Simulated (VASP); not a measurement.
# ScSi11O24 (a cell with a defect) in VASP: further runs, part 2 of 2

VASP 6.6.1. Earlier steps stand in the parts before.

## 3. Single point, PBE, collinear spin

The input, INCAR:

```
SYSTEM = ScSi11O24
ALGO = Normal
EDIFF = 1E-6
ENCUT = 520
GGA = PE
GGA_COMPAT = .False.
ISIF = 2
ISMEAR = 0
ISPIN = 2
LASPH = .True.
LCHARG = .False.
LMAXMIX = 4
LORBIT = 11
LREAL = Auto
LWAVE = .False.
MAGMOM = 0 0 0 0 0 0 0 0 0 0 0 0.11 0.02 0.03 0.04 0.03 0.31 0.21 0.03 0.03 0.05 0.06 0.01 0.01 0.05 0.02 0.23 0.03 0.03 0.05 0.07 0.18 0.01 0.05 0.05 -0.02
NBANDS = 128
NELECT = 198.0
NELM = 200
NUPDOWN = 2.0
PREC = Accurate
SIGMA = 0.01
```

The input, KPOINTS:

```
Automatic mesh
0
Gamma
  1 1 1
  0.25 0.25 0.25
```

The input, POSCAR:

```
ScSi11O24
1.0
   -2.5104095500      4.3481568900      5.5092742700
    5.0208191100      0.0000000000      5.5092742700
    5.0208191100      8.6963137900      0.0000000000
Si O Sc
11 24 1
Direct
    0.3979199939      0.9031111223      0.0476355000
    0.9123622527      0.4236942269      0.2627287510
   -0.0074203423     -0.0104209296      0.2624738891
    0.5061851586      0.4937099967      0.0033649022
    0.0792592998      0.5642869217      0.4493106953
    0.5895107233      0.0648804032      0.2037052476
    0.4001695813      0.9801714535      0.5377179233
    0.9046220280      0.4299589661      0.7799939502
    0.0044960970      0.0059467011      0.7675957212
    0.1121258095      0.5687596355      0.9306763761
    0.6044070984      0.0666826771      0.7233928051
    0.0544290285      0.4848312500      0.3247494001
    0.5478116938      0.9513780050      0.1090917899
    0.0538611205      0.8011473194      0.3927725089
    0.5768594420      0.2942539659      0.1208412390
    0.1735581253      0.0075232662      0.1161355575
    0.6923830871      0.5305111964      0.3399187270
    0.2942957732      0.4584496855      0.4764277622
    0.8085055642      0.9617130337      0.2256711039
    0.4223739935      0.6676818043      0.0874179415
    0.9343809255      0.1876825966      0.3176271403
    0.4267077157      0.0551274397      0.3612842898
    0.9589341510      0.4997383840      0.0863999206
    0.0794489422      0.4908702373      0.8084614682
    0.5573796752      1.0477211401      0.5812736279
    0.0815298179      0.8064618845      0.8840953842
    0.5819410779      0.2978604356      0.7015735562
    0.1743513147      0.0641823700      0.6193127455
    0.6923171346      0.5400826433      0.8656928752
    0.3356580942      0.4709986977      0.9465290269
    0.8317471405      0.9595377360      0.7255985245
    0.4454950543      0.7443506558      0.5851236234
    0.9262384735      0.1929109425      0.8384385422
    0.4465249121     -0.0168740877      0.8700140156
    0.9167312685      0.5079512838      0.6042879080
    0.4998992338      0.5018183609      0.5346027918
```

Potentials or basis: VASP PAW PBE potentials, release 64 (Si, O, Sc_sv).

The run is started by

```bash
$ cat potpaw_PBE.64/Si/POTCAR potpaw_PBE.64/O/POTCAR potpaw_PBE.64/Sc_sv/POTCAR > POTCAR
$ mpirun -np 1 vasp_std > vasp.out
```

OUTCAR:

```text
SYSTEM = ScSi11O24
   EDIFF = 1E-6
   ENCUT = 520
   GGA = PE
   ISIF = 2
   ISMEAR = 0
   ISPIN = 2
   LASPH = .True.
   LORBIT = 11
   LREAL = Auto
   NELECT = 198.0
   NELM = 200
   NUPDOWN = 2.0
   PREC = Accurate

 ion  position               nearest neighbor table
   1  0.398  0.903  0.048-  13 1.62  16 1.62  20 1.63  34 1.63   4 3.04   3 3.08  11 3.10   6 3.14

   2  0.912  0.424  0.263-  23 1.62  21 1.63  17 1.63  12 1.63   3 3.10  10 3.12   5 3.14
   3  0.993  0.990  0.262-  19 1.62  16 1.63  14 1.63  21 1.63   5 3.08   1 3.08   6 3.10   2 3.10

   4  0.506  0.494  0.003-  15 1.62  29 1.63  20 1.63  30 1.63   1 3.04   8 3.07  10 3.10   6 3.15
[... 35 lines left out ...]
  34  0.447  0.983  0.870-  11 1.62   1 1.63
  35  0.917  0.508  0.604-   5 1.64   8 1.64
  36  0.500  0.502  0.535-  32 1.92  18 1.96  27 1.97  17 1.99  11 3.16

  LATTYP: Found a base centered monoclinic cell.
 ALAT       =    12.1085522019
 B/A-ratio  =     0.7181960024
[... 490 lines left out ...]
  in kB       -1.2641148    -10.5070343     -9.2638405     -8.5671156     -4.4197558     -0.3766814
  external PRESSURE =      -7.0116632 kB  Pullay stress =       0.0000000 kB

 VOLUME and BASIS-vectors are now :
 -----------------------------------------------------------------------------
  energy-cutoff  :      520.00
  volume of cell :      481.10
      direct lattice vectors                 reciprocal lattice vectors
    -2.510409550  4.348156890  5.509274270    -0.099585344  0.057495625  0.090756055
     5.020819110  0.000000000  5.509274270     0.099585344 -0.057495625  0.090756055
     5.020819110  8.696313790  0.000000000     0.049792672  0.086243438 -0.045378028

 POSITION                                       TOTAL-FORCE (eV/Angst)
 -----------------------------------------------------------------------------------
      3.77458      2.14447      7.16774         0.005883     -0.006707     -0.004295
      1.15600      6.25187      7.36070        -0.041253     -0.018269      0.018011
      3.79455      6.59845     10.92026         0.006404      0.008407      0.001369
      1.22499      2.23023      5.50870        -0.009495      0.023308      0.002120
      4.89012      4.25198      3.54547         0.002660     -0.038559     -0.012403
     -0.13139      4.33477      3.60522        -0.006848     -0.014578     -0.004302
[... 28 lines left out ...]
      3.28298      9.24117      7.84897        -0.008341      0.004804      0.010944
      3.94873      6.82271      5.51874         0.004772     -0.010882      0.000764
 -----------------------------------------------------------------------------------
    total drift:                                0.012439     -0.000466     -0.018551

  FREE ENERGIE OF THE ION-ELECTRON SYSTEM (eV)
  ---------------------------------------------------
  free  energy   TOTEN  =      -284.0226839142 eV

  energy  without entropy=     -284.0226839142  energy(sigma->0) =     -284.02268391

 total charge

# of ion       s       p       d       tot
------------------------------------------
    1        0.638   0.980   0.000   1.618
    2        0.643   0.986   0.000   1.629
    3        0.637   0.976   0.000   1.614
    4        0.638   0.977   0.000   1.615
    5        0.644   0.981   0.000   1.625
    6        0.636   0.979   0.000   1.615
[... 28 lines left out ...]
   35        1.551   3.651   0.000   5.202
   36        2.230   6.258   1.155   9.643
--------------------------------------------------
tot         46.563 104.394   1.155 152.112

 magnetization (x)

# of ion       s       p       d       tot
------------------------------------------
    1       -0.001  -0.001   0.000  -0.002
    2       -0.002  -0.006   0.000  -0.008
    3       -0.001  -0.001   0.000  -0.002
    4       -0.001  -0.001   0.000  -0.002
    5       -0.002  -0.004   0.000  -0.006
    6       -0.001  -0.002   0.000  -0.002
[... 28 lines left out ...]
   35        0.001   0.052   0.000   0.053
   36       -0.002   0.001  -0.030  -0.031
--------------------------------------------------
tot          0.013   1.660  -0.030   1.643
```

OSZICAR:

```text
N       E                     dE             d eps       ncg     rms          rms(c)
DAV:   1     0.157600880815E+04    0.15760E+04   -0.10017E+05   520   0.144E+03
DAV:   2    -0.177135798708E+03   -0.17531E+04   -0.17116E+04   616   0.354E+02
[... 17 lines left out ...]
DAV:  20    -0.284022678310E+03   -0.84272E-06   -0.63901E-04   648   0.635E-02    0.731E-02
DAV:  21    -0.284022681760E+03   -0.34499E-05   -0.10886E-04   624   0.365E-02    0.523E-02
DAV:  22    -0.284022676162E+03    0.55982E-05   -0.57049E-05   672   0.193E-02    0.150E-02
DAV:  23    -0.284022681714E+03   -0.55517E-05   -0.11333E-05   576   0.120E-02    0.850E-03
DAV:  24    -0.284022683558E+03   -0.18441E-05   -0.18907E-06   408   0.573E-03    0.421E-03
DAV:  25    -0.284022683914E+03   -0.35656E-06   -0.51853E-07   368   0.429E-03
   1 F= -.28402268E+03 E0= -.28402268E+03  d E =-.251389E-11  mag=     2.0000
```

stdout:

```text
POSCAR found type information on POSCAR SiO Sc
 POSCAR found :  3 types and      36 ions
 scaLAPACK will be used
 LDA part: xc-table for (Slater+PW92), standard interpolation
 POSCAR, INCAR and KPOINTS ok, starting setup
 FFT: planning ... GRIDC
 FFT: planning ... GRID_SOFT
 FFT: planning ... GRID
 WAVECAR not read
 entering main loop
 the old and the new charge density differ
 old charge density:   199.00000 new  198.00000
    0.498E+01
```

Run time: 13 min. Hardware: 1 thread of Oxide Virtual Turin-like, shared host; peak memory 0.73 GiB.

Results:

```yaml
Free_energy: -284.0227 eV
Largest_force: 0.088 eV/Å
Net_moment: 2.00 μB per cell
Site_moments: Si -0.00, -0.01 (each value once); O +0.11, +0.02, +0.03, +0.04, +0.31, +0.21, +0.06, +0.01, +0.05, +0.23, +0.07, +0.18 (each value once); Sc -0.03 μB
Valence_electrons_inside_the_program's_atomic_spheres: Si 1.62, 1.63, 1.61, 1.59, 1.60, 1.64 (each value once); O 5.20, 5.23, 5.22, 5.24, 5.06, 5.09, 5.21, 5.08, 5.11 (each value once); Sc 9.64
```

Forces on the atoms (eV/Å):
```
Si   0.006 -0.007 -0.004
Si  -0.041 -0.018  0.018
Si   0.006  0.008  0.001
Si  -0.009  0.023  0.002
Si   0.003 -0.039 -0.012
Si  -0.007 -0.015 -0.004
Si   0.038 -0.042  0.042
Si   0.014 -0.013  0.002
Si  -0.001  0.023 -0.002
Si  -0.003  0.002 -0.012
Si  -0.058 -0.019 -0.061
O    0.025  0.007  0.001
O    0.012 -0.008 -0.002
O   -0.015 -0.007 -0.011
O   -0.007 -0.006 -0.013
O    0.000  0.011 -0.007
O    0.013 -0.016  0.017
O   -0.021  0.008 -0.021
O    0.005  0.008  0.008
O    0.002 -0.009  0.002
O   -0.008 -0.014  0.002
O   -0.007  0.013  0.003
O    0.001  0.012  0.006
O    0.004 -0.007 -0.006
O    0.004  0.010 -0.011
O   -0.001 -0.008  0.000
O    0.035  0.077  0.027
O   -0.010  0.011 -0.006
O    0.003  0.006 -0.005
O    0.003  0.005  0.012
O    0.009  0.002  0.005
O    0.007  0.015 -0.001
O    0.003 -0.011  0.001
O    0.001  0.002  0.020
O   -0.008  0.005  0.011
Sc   0.005 -0.011  0.001
```

Caveat: the k points lie up to 0.92 Å⁻¹ apart, too coarse for converged energies, forces and pressures; the cell carries a net charge on a neutralising background, which shifts energy and pressure; the cell is charged against a uniform background, so pressure and absolute levels hang on convention; the total moment is fixed, so each spin has its own Fermi level and the state may be an excited one.
